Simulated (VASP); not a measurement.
Set up this calculation in VASP 6.6.1, as the native input.

```yaml
Task: single point
Functional: PBE
Potentials_or_basis: VASP PAW PBE potentials, release 64 (Na_pv, Al, O)
Cutoff: 520 eV
k_mesh: 12 × 12 × 12
Occupations: gaussian, width 0.1 eV
Spin: no spin polarisation
Dipole_correction: no
Further_INCAR_settings: ALGO = Normal; EDIFF = 1e-06; NBANDS = 24
```

The structure of NaAl2O3 lies in POSCAR:

```
NaAl2O3
1.0
   -1.8564809040      1.8564809040      5.0651590101
    1.8564809040     -1.8564809040      5.0651590101
    1.8564809040      1.8564809040     -5.0651590101
Na Al O
1 2 3
Direct
    0.5000000000      0.5000000000      0.0000000000
    0.8223504107      0.8223504107      0.0000000000
    0.1776495893      0.1776495893      0.0000000000
    0.2500000000      0.7500000000      0.5000000000
    0.7500000000      0.2500000000      0.5000000000
    0.0000000000      0.0000000000      0.0000000000
```

These files were run (other wordings do the same):

INCAR

```
SYSTEM = NaAl2O3
  PREC = Accurate
  ENCUT = 520
  EDIFF = 1E-6
  ISMEAR = 0
  SIGMA = 0.1
  LREAL = .FALSE.
  LASPH = .TRUE.
  NELM = 60
  ALGO = Normal
  ISIF = 2
  LWAVE = .FALSE.
  LCHARG = .FALSE.
  GGA = PE
  NBANDS = 24
```

KPOINTS

```
regular mesh
0
G
  12 12 12
  0 0 0
```

Potentials or basis: VASP PAW PBE potentials, release 64 (Na_pv, Al, O).

Launch:

```bash
$ cat potpaw_PBE.64/Na_pv/POTCAR potpaw_PBE.64/Al/POTCAR potpaw_PBE.64/O/POTCAR > POTCAR
$ mpirun -np 1 vasp_std > vasp.out
```

Results of the run:

The pressure is -0.1 GPa. The largest force is 0.007 eV/Å and the band gap on the k mesh is zero (an odd number of electrons rules out a gap without spin polarisation).

Caveat: an odd number of electrons without spin polarisation forces a metal; a magnetic or distorted state may lie lower.

Run time: 4.1 min on 1 thread of AMD EPYC 9R45 (Zen 5), on a shared host, peak memory 0.36 GiB.
